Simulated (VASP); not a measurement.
# GaOsC4N4 (P-43m) in VASP: a series of runs

Runs on GaOsC4N4. Level: PBE. Tasks: single point.

Everything below comes from runs of VASP 6.6.1. Logs are shortened: lines on timing, memory, paths and dates and some standing lists are left out, and cuts for length are marked.

## 1. The cell of the first run

It takes space group P-43m (No. 215, cubic). Conventional cell: a = 5.790 Å, b = 5.790 Å, c = 5.790 Å, α = 90.00°, β = 90.00°, γ = 90.00°. Within 2.5 Å of Ga (site symmetry -43m) lie 4 N at 1.88 Å. Os (site symmetry -43m) has 4 C at 1.95 Å within 2.6 Å. Within 1.6 Å of C (site symmetry 3m) lie 1 N at 1.19 Å. N (site symmetry 3m) has 1 C at 1.19 Å within 1.6 Å.

## 2. Single point, PBE, collinear spin

Input file INCAR:

```
PREC     = Accurate       # precision mode
ENCUT    = 520            # plane-wave cutoff, eV
EDIFF    = 1E-6           # SCF threshold, eV
ISMEAR   = 0              # smearing method
SIGMA    = 0.01           # smearing width, eV
LREAL    = False          # projectors in reciprocal space
LASPH    = True           # aspherical terms in the spheres
NELM     = 150            # most SCF steps
ALGO     = Normal         # electronic algorithm
ISIF     = 2              # what is computed and relaxed
LWAVE    = False          # write WAVECAR
LCHARG   = True           # write CHGCAR
ISPIN    = 2              # spin polarisation
MAGMOM   = 0 0.68 0 0 0 0 0 0 0 0 # initial moments
LORBIT   = 11             # projections on sites
LMAXMIX  = 4              # l up to which the mixer works
GGA      = PE             # functional
LELF     = True           # ELF
LVHAR    = True         
NBANDS   = 44             # bands
```

Input file KPOINTS:

```
Automatic mesh
0
Gamma
  6 6 6
```

Input file POSCAR:

```
GaOsC4N4
1.0
    5.7903647160      0.0000000000      0.0000000000
    0.0000000000      5.7903647160      0.0000000000
    0.0000000000      0.0000000000      5.7903647160
Ga Os C N
1 1 4 4
Direct
    0.5000000000      0.5000000000      0.5000000000
    0.0000000000      0.0000000000      0.0000000000
    0.1942889209      0.1942889209      0.1942889209
    0.1942889209      0.8057110791      0.8057110791
    0.8057110791      0.1942889209      0.8057110791
    0.8057110791      0.8057110791      0.1942889209
    0.3125458219      0.3125458219      0.3125458219
    0.3125458219      0.6874541781      0.6874541781
    0.6874541781      0.3125458219      0.6874541781
    0.6874541781      0.6874541781      0.3125458219
```

Potentials or basis: VASP PAW PBE potentials, release 64 (Ga_d, Os, C, N).

Started as:

```console
cat potpaw_PBE.64/Ga_d/POTCAR potpaw_PBE.64/Os/POTCAR potpaw_PBE.64/C/POTCAR potpaw_PBE.64/N/POTCAR > POTCAR
mpirun -np 1 vasp_std > vasp.out
```

OUTCAR:

```text
PREC = Accurate
   ENCUT = 520
   EDIFF = 1E-6
   ISMEAR = 0
   LREAL = False
   LASPH = True
   NELM = 150
   ISIF = 2
   ISPIN = 2
   LORBIT = 11
   GGA = PE

 ion  position               nearest neighbor table
   1  0.500  0.500  0.500-   7 1.88   8 1.88   9 1.88  10 1.88
   2  0.000  0.000  0.000-   3 1.95   4 1.95   5 1.95   6 1.95
   3  0.194  0.194  0.194-   7 1.19   2 1.95
   4  0.194  0.806  0.806-   8 1.19   2 1.95
   5  0.806  0.194  0.806-   9 1.19   2 1.95
   6  0.806  0.806  0.194-  10 1.19   2 1.95
   7  0.313  0.313  0.313-   3 1.19   1 1.88
   8  0.313  0.687  0.687-   4 1.19   1 1.88
   9  0.687  0.313  0.687-   5 1.19   1 1.88
  10  0.687  0.687  0.313-   6 1.19   1 1.88

  LATTYP: Found a simple cubic cell.
 ALAT       =     5.7903647160

  Lattice vectors:

 A1 = (   5.7903647160,   0.0000000000,   0.0000000000)
 A2 = (   0.0000000000,   5.7903647160,   0.0000000000)
 A3 = (   0.0000000000,   0.0000000000,   5.7903647160)

Analysis of symmetry for initial positions (statically):
=====================================================================
 Subroutine PRICEL returns:
 Original cell was already a primitive cell.

 Routine SETGRP: Setting up the symmetry group for a
 simple cubic supercell.

 Subroutine GETGRP returns: Found 24 space group operations
 (whereof 24 operations were pure point group operations)
 out of a pool of 48 trial point group operations.

The static configuration has the point symmetry T_d .

Analysis of symmetry for dynamics (positions and initial velocities):
=====================================================================
 Subroutine PRICEL returns:
 Original cell was already a primitive cell.

 Routine SETGRP: Setting up the symmetry group for a
 simple cubic supercell.

 Subroutine GETGRP returns: Found 24 space group operations
 (whereof 24 operations were pure point group operations)
 out of a pool of 48 trial point group operations.

The dynamic configuration has the point symmetry T_d .

Analysis of structural, dynamic, and magnetic symmetry:
=====================================================================
 Subroutine PRICEL returns:
 Original cell was already a primitive cell.

 Routine SETGRP: Setting up the symmetry group for a
 simple cubic supercell.

 Subroutine GETGRP returns: Found 24 space group operations
 (whereof 24 operations were pure point group operations)
 out of a pool of 48 trial point group operations.

The overall configuration has the point symmetry T_d .

 Subroutine INISYM returns: Found 24 space group operations
 (whereof 24 operations are pure point group operations),
 and found     1 'primitive' translations

----------------------------------------------------------------------------------------

                                     Primitive cell

  volume of cell :     194.1412

  direct lattice vectors                    reciprocal lattice vectors
     5.790364716  0.000000000  0.000000000     0.172700693  0.000000000  0.000000000
     0.000000000  5.790364716  0.000000000     0.000000000  0.172700693  0.000000000
     0.000000000  0.000000000  5.790364716     0.000000000  0.000000000  0.172700693

  length of vectors
     5.790364716  5.790364716  5.790364716     0.172700693  0.172700693  0.172700693

  position of ions in fractional coordinates (direct lattice)
     0.500000000  0.500000000  0.500000000
     0.000000000  0.000000000  0.000000000
     0.194288921  0.194288921  0.194288921
     0.194288921  0.805711079  0.805711079
     0.805711079  0.194288921  0.805711079
     0.805711079  0.805711079  0.194288921
     0.312545822  0.312545822  0.312545822
     0.312545822  0.687454178  0.687454178
     0.687454178  0.312545822  0.687454178
     0.687454178  0.687454178  0.312545822

  ion indices of the primitive-cell ions
   primitive index   ion index
                 1           1
                 2           2
                 3           3
                 4           4
                 5           5
                 6           6
                 7           7
                 8           8
                 9           9
                10          10

----------------------------------------------------------------------------------------

 KPOINTS: Automatic mesh

Automatic generation of k-mesh.
 Grid dimensions read from file:
 generate k-points for:    6    6    6

 Generating k-lattice:

  Cartesian coordinates                     Fractional coordinates (reciprocal lattice)
     0.028783449  0.000000000  0.000000000     0.166666667  0.000000000  0.000000000
     0.000000000  0.028783449  0.000000000     0.000000000  0.166666667  0.000000000
     0.000000000  0.000000000  0.028783449     0.000000000  0.000000000  0.166666667

  Length of vectors
     0.028783449  0.028783449  0.028783449

  Shift w.r.t. Gamma in fractional coordinates (k-lattice)
     0.000000000  0.000000000  0.000000000

 Subroutine IBZKPT returns following result:
[... 60 lines left out ...]
   AEXX    =    0.0000 exact exchange contribution
   IVDW    =     0    specifies the selected vdW correction
   LEPSILON=     F    determine dielectric tensor
   LRPA    =     F    only Hartree local field effects (RPA)
 spin polarized calculation
 Gauss-broadening in eV      SIGMA  =   0.01
  energy-cutoff  :      520.00
  volume of cell :      194.14
 maximum number of plane-waves:      5260
 NGX is ok and might be reduce to    48
   NGX = 21   NGY = 21   NGZ = 21

 number of electron      57.0000002 magnetization       2.9998909

 Free energy of the ion-electron system (eV)
  ---------------------------------------------------
  ext. energy  EPLUGINS =         0.00000000
  ---------------------------------------------------
  free energy    TOTEN  =       -79.83759336 eV

  energy without entropy =      -79.83759336  energy(sigma->0) =      -79.83759336

 E-fermi :   0.2153     XC(G=0):  -7.6265

 val. band max:        0.1229485822   @ k =   0.5000   0.5000   0.0000
 cond. band min:       0.2738842466   @ k =   0.0000   0.0000   0.0000
 fundamental gap:      0.1509356645
 Fermi energy:         0.2153362030

 spin component 1

 k-point     1 :       0.0000    0.0000    0.0000
  band No.  band energies     occupation
      1     -18.4502      1.00000
      2     -18.2608      1.00000
      3     -18.2608      1.00000
      4     -18.2608      1.00000
      5     -15.3879      1.00000
      6     -15.3879      1.00000
[... 32 lines left out ...]
     39       4.9582      0.00000
[... 816 lines left out ...]
     39       5.0614      0.00000
     40       6.9100      0.00000
 Fermi energy:         0.2153362030

 spin component 2

 k-point     1 :       0.0000    0.0000    0.0000
  band No.  band energies     occupation
      1     -18.2628      1.00000
      2     -18.0801      1.00000
      3     -18.0801      1.00000
      4     -18.0801      1.00000
      5     -15.3710      1.00000
      6     -15.3710      1.00000
[... 32 lines left out ...]
     39       5.2468      0.00000
[... 816 lines left out ...]
     39       5.3397      0.00000
     40       7.1402      0.00000
 [bands above 40 left out]

------------------------ aborting loop because EDIFF is reached ----------------------------------------

  FORCE on cell =-STRESS in cart. coord.  units (eV):
  Direction    XX          YY          ZZ          XY          YZ          ZX
  --------------------------------------------------------------------------------------
  -------------------------------------------------------------------------------------
  Total        0.5008422      0.5008422      0.5008422      0.0000000      0.0000000     -0.0000000
  in kB        4.1332696      4.1332696      4.1332696      0.0000000      0.0000000     -0.0000000
  external PRESSURE =       4.1332696 kB  Pullay stress =       0.0000000 kB

 VOLUME and BASIS-vectors are now :
 -----------------------------------------------------------------------------
  energy-cutoff  :      520.00
  volume of cell :      194.14
      direct lattice vectors                 reciprocal lattice vectors
     5.790364716  0.000000000  0.000000000     0.172700693  0.000000000  0.000000000
     0.000000000  5.790364716  0.000000000     0.000000000  0.172700693  0.000000000
     0.000000000  0.000000000  5.790364716     0.000000000  0.000000000  0.172700693

 POSITION                                       TOTAL-FORCE (eV/Angst)
 -----------------------------------------------------------------------------------
      2.89518      2.89518      2.89518         0.000000     -0.000000      0.000000
      0.00000      0.00000      0.00000         0.000000     -0.000000      0.000000
      1.12500      1.12500      1.12500        -0.081251     -0.081251     -0.081251
      1.12500      4.66536      4.66536        -0.081251      0.081251      0.081251
      4.66536      1.12500      4.66536         0.081251     -0.081251      0.081251
      4.66536      4.66536      1.12500         0.081251      0.081251     -0.081251
      1.80975      1.80975      1.80975         0.169911      0.169911      0.169911
      1.80975      3.98061      3.98061         0.169911     -0.169911     -0.169911
      3.98061      1.80975      3.98061        -0.169911      0.169911     -0.169911
      3.98061      3.98061      1.80975        -0.169911     -0.169911      0.169911
 -----------------------------------------------------------------------------------
    total drift:                                0.000000      0.000000      0.000000

  FREE ENERGIE OF THE ION-ELECTRON SYSTEM (eV)
  ---------------------------------------------------
  free  energy   TOTEN  =       -79.8375933560 eV

  energy  without entropy=      -79.8375933560  energy(sigma->0) =      -79.83759336

 total charge

# of ion       s       p       d       tot
------------------------------------------
    1        0.694   0.883  10.222  11.799
    2        0.684   0.882   6.162   7.728
    3        0.940   1.613   0.000   2.552
    4        0.940   1.613   0.000   2.552
    5        0.940   1.613   0.000   2.552
    6        0.940   1.613   0.000   2.552
    7        1.269   2.659   0.000   3.928
    8        1.269   2.659   0.000   3.928
    9        1.269   2.659   0.000   3.928
   10        1.269   2.659   0.000   3.928
--------------------------------------------------
tot         10.213  18.850  16.385  45.447

 magnetization (x)

# of ion       s       p       d       tot
------------------------------------------
    1        0.001   0.005   0.016   0.021
    2        0.014   0.306   0.976   1.296
    3        0.010   0.015   0.000   0.025
    4        0.010   0.015   0.000   0.025
    5        0.010   0.015   0.000   0.025
    6        0.010   0.015   0.000   0.025
    7        0.010   0.132   0.000   0.141
    8        0.010   0.132   0.000   0.141
    9        0.010   0.132   0.000   0.141
   10        0.010   0.132   0.000   0.141
--------------------------------------------------
tot          0.094   0.898   0.991   1.983
```

Wall time 15 min (1 thread of Intel Xeon 8259CL, shared host); peak memory 0.58 GiB.

What came out:

```yaml
Free_energy: -79.8376 eV
Pressure: 0.4 GPa
Largest_force: 0.294 eV/Å
Band_gap_on_the_k_mesh: 0.15 eV (least direct gap 0.57 eV)
Net_moment: 3.00 μB per cell
Site_moments: Ga +0.02; Os +1.30; C +0.03; N +0.14 μB
Valence_electrons_inside_the_program's_atomic_spheres: Ga 11.80; Os 7.73; C 2.55; N 3.93
```

Forces on the atoms (eV/Å):
```
Ga   0.000  0.000  0.000
Os   0.000  0.000  0.000
C   -0.081 -0.081 -0.081
C   -0.081  0.081  0.081
C    0.081 -0.081  0.081
C    0.081  0.081 -0.081
N    0.170  0.170  0.170
N    0.170 -0.170 -0.170
N   -0.170  0.170 -0.170
N   -0.170 -0.170  0.170
```

Caveat: spin-orbit coupling is left out, which moves the levels of the heavy elements. A k mesh can miss the band edges.

## 3. Single point, PBE, collinear spin

Input file INCAR:

```
SYSTEM = GaOsC4N4
ALGO = Normal ; EDIFF = 1E-7
ENCUT = 520 ; GGA = PE
ISIF = 2 ; ISMEAR = 0
ISPIN = 2 ; LASPH = .True.
LCHARG = .False. ; LMAXMIX = 4
LORBIT = 11 ; LREAL = .False.
LWAVE = .False. ; MAGMOM = 0 1 0 0 0 0 0 0 0 0
NBANDS = 44 ; NELM = 150
PREC = Accurate ; SIGMA = 0.1
```

Input file KPOINTS:

```
k-points
0
Gamma
  4 4 4
  0 0 0
```

Input file POSCAR:

```
GaOsC4N4
1.0
    5.7907725350      0.0000000000      0.0000000000
    0.0000000000      5.7907725350      0.0000000000
    0.0000000000      0.0000000000      5.7907725350
Ga Os C N
1 1 4 4
Direct
    0.5000000000      0.5000000000      0.5000000000
    0.0000000000      0.0000000000      0.0000000000
    0.1942396554      0.1942396554      0.1942396554
    0.1942396554      0.8057603446      0.8057603446
    0.8057603446      0.1942396554      0.8057603446
    0.8057603446      0.8057603446      0.1942396554
    0.3125156223      0.3125156223      0.3125156223
    0.3125156223      0.6874843777      0.6874843777
    0.6874843777      0.3125156223      0.6874843777
    0.6874843777      0.6874843777      0.3125156223
```

Potentials or basis: VASP PAW PBE potentials, release 64 (Ga_d, Os, C, N).

Started as:

```console
cat potpaw_PBE.64/Ga_d/POTCAR potpaw_PBE.64/Os/POTCAR potpaw_PBE.64/C/POTCAR potpaw_PBE.64/N/POTCAR > POTCAR
mpirun -np 1 vasp_std > vasp.out
```

It took 2.2 min on 1 thread of AMD EPYC 9R45 (Zen 5), shared host; peak memory 0.45 GiB.

The run converged. Its results:

```
Free energy                                           : -79.8385 eV
Pressure                                              : 0.4 GPa
Largest force                                         : 0.283 eV/Å
Band gap on the k mesh                                : 0.14 eV (least direct gap 0.56 eV)
Net moment                                            : 2.98 μB per cell
Site moments                                          : Ga +0.02; Os +1.28; C +0.03; N +0.14 μB
Valence electrons inside the program's atomic spheres : Ga 11.80; Os 7.73; C 2.55; N 3.93
```

Forces on the atoms (eV/Å):
```
Ga   0.000  0.000  0.000
Os   0.000  0.000  0.000
C   -0.069 -0.069 -0.069
C   -0.069  0.069  0.069
C    0.069 -0.069  0.069
C    0.069  0.069 -0.069
N    0.163  0.163  0.163
N    0.163 -0.163 -0.163
N   -0.163  0.163 -0.163
N   -0.163 -0.163  0.163
```

Levels at points of the mesh, in eV from the valence-band top:
Spin up:
| k point | band 28 | band 29 | band 30 | band 31 | band 32 | band 33 |
| --- | --- | --- | --- | --- | --- | --- |
| (0.00, 0.00, 0.00) | -0.66 | -0.66 | -0.66 | 4.19 | 4.19 | 4.19 |
| (0.50, 0.00, 0.00) | -0.37 | -0.09 | -0.09 | 3.12 | 3.12 | 3.66 |
| (0.50, 0.50, 0.00) | -0.26 | 0.00 | 0.00 | 3.18 | 3.18 | 3.51 |
| (0.50, 0.50, 0.50) | -0.35 | -0.35 | -0.35 | 4.09 | 4.09 | 4.09 |
Spin down:
```csv
k point,band 25,band 26,band 27,band 28,band 29,band 30
"(0.00, 0.00, 0.00)",-4.04,-1.35,-1.35,0.14,0.14,0.14
"(0.50, 0.00, 0.00)",-4.08,-1.42,-1.10,0.47,0.76,0.76
"(0.50, 0.50, 0.00)",-4.06,-1.38,-1.14,0.60,0.86,0.86
"(0.50, 0.50, 0.50)",-3.89,-1.33,-1.33,0.47,0.47,0.47
```

Caveat: spin-orbit coupling is left out, which moves the levels of the heavy elements. A k mesh can miss the band edges.

## 4. Single point, PBE, collinear spin

This run uses another cell than the first one, of 19.84 Å³/atom.

Input file INCAR:

```
ALGO = Normal
EDIFF = 1E-6
ENCUT = 520
GGA = PE
ISIF = 2
ISMEAR = 0
ISPIN = 2
LASPH = T
LCHARG = F
LMAXMIX = 4
LORBIT = 11
LREAL = F
LWAVE = F
MAGMOM = 0 1 0 0 0 0 0 0 0 0
NBANDS = 44
NELM = 150
PREC = Accurate
SIGMA = 0.1
```

Input file KPOINTS:

```
k-points
0
Gamma
  4 4 4
```

Input file POSCAR:

```
GaOsC4N4
1.0
    5.8323924200      0.0000000000      0.0000000000
    0.0000000000      5.8323924200      0.0000000000
    0.0000000000      0.0000000000      5.8323924200
Ga Os C N
1 1 4 4
Direct
    0.5000000000      0.5000000000      0.5000000000
    0.0000000000      0.0000000000      0.0000000000
    0.1876856100      0.1876856100      0.1876856100
    0.1876856100      0.8123143900      0.8123143900
    0.8123143900      0.1876856100      0.8123143900
    0.8123143900      0.8123143900      0.1876856100
    0.3035042600      0.3035042600      0.3035042600
    0.3035042600      0.6964957400      0.6964957400
    0.6964957400      0.3035042600      0.6964957400
    0.6964957400      0.6964957400      0.3035042600
```

Started as:

```console
cat potpaw_PBE.64/Ga_d/POTCAR potpaw_PBE.64/Os/POTCAR potpaw_PBE.64/C/POTCAR potpaw_PBE.64/N/POTCAR > POTCAR
mpirun -np 1 vasp_std > vasp.out
```

Run time: 2.1 min. Hardware: 1 thread of AMD EPYC 9R45 (Zen 5), shared host; peak memory 0.45 GiB.

The run converged. Its results:

* Free energy: -79.2211 eV
* Pressure: 2.4 GPa
* Largest force: 3.881 eV/Å
* Band gap on the k mesh: 0.10 eV (least direct gap 0.52 eV)
* Net moment: 2.96 μB per cell
* Site moments: Ga +0.02; Os +1.19; C +0.03; N +0.15 μB
* Valence electrons inside the program's atomic spheres: Ga 11.48; Os 8.02; C 2.61; N 3.92

Forces on the atoms (eV/Å):
```
Ga   0.000  0.000  0.000
Os   0.000  0.000  0.000
C   -0.451 -0.451 -0.451
C   -0.451  0.451  0.451
C    0.451 -0.451  0.451
C    0.451  0.451 -0.451
N    2.241  2.241  2.241
N    2.241 -2.241 -2.241
N   -2.241  2.241 -2.241
N   -2.241 -2.241  2.241
```

Levels at points of the mesh, in eV from the valence-band top:
Spin up:
```csv
k point,band 27,band 28,band 29,band 30,band 31,band 32,band 33,band 34
"(0.00, 0.00, 0.00)",-1.95,-0.65,-0.65,-0.65,3.00,4.26,4.26,4.26
"(0.50, 0.00, 0.00)",-1.72,-0.37,-0.11,-0.11,3.05,3.13,3.13,3.74
"(0.50, 0.50, 0.00)",-1.75,-0.28,0.00,0.00,2.97,3.16,3.16,3.60
"(0.50, 0.50, 0.50)",-1.91,-0.33,-0.33,-0.33,2.97,4.14,4.14,4.14
```
Spin down:
```tsv
k point	band 25	band 26	band 27	band 28	band 29	band 30
(0.00, 0.00, 0.00)	-4.20	-1.49	-1.49	0.10	0.10	0.10
(0.50, 0.00, 0.00)	-4.24	-1.56	-1.26	0.42	0.70	0.70
(0.50, 0.50, 0.00)	-4.18	-1.51	-1.28	0.52	0.82	0.82
(0.50, 0.50, 0.50)	-4.06	-1.45	-1.45	0.44	0.44	0.44
```

Caveat: spin-orbit coupling is left out, which moves the levels of the heavy elements; forces of over 1 eV/Å act on the atoms, so gaps and moduli don't describe the material at rest. A k mesh can miss the band edges.

## 5. Summary

```csv
cell,k mesh,smearing,gap on the mesh (eV),pressure (GPa),moment (μB),largest force (eV/Å)
"a = 5.790 Å, 10 atoms, atomic positions A",6 × 6 × 6,gaussian 0.01 eV,0.15,0.4,3.00,0.29
"a = 5.791 Å, 10 atoms, atomic positions A",4 × 4 × 4,gaussian 0.1 eV,0.14,0.4,2.98,0.28
"a = 5.832 Å, 10 atoms, atomic positions B",4 × 4 × 4,gaussian 0.1 eV,0.10,2.4,2.96,3.88
```

Alike in all rows: task single point; level PBE; potentials or basis VASP PAW PBE potentials, release 64 (Ga_d, Os, C, N); spin collinear; cutoff (eV) 520.

Caveats: spin-orbit coupling is left out, which moves the levels of the heavy elements; forces of over 1 eV/Å act on the atoms, so gaps and moduli don't describe the material at rest (at least some runs).

Absolute energies hang on the potentials; compare differences alone.
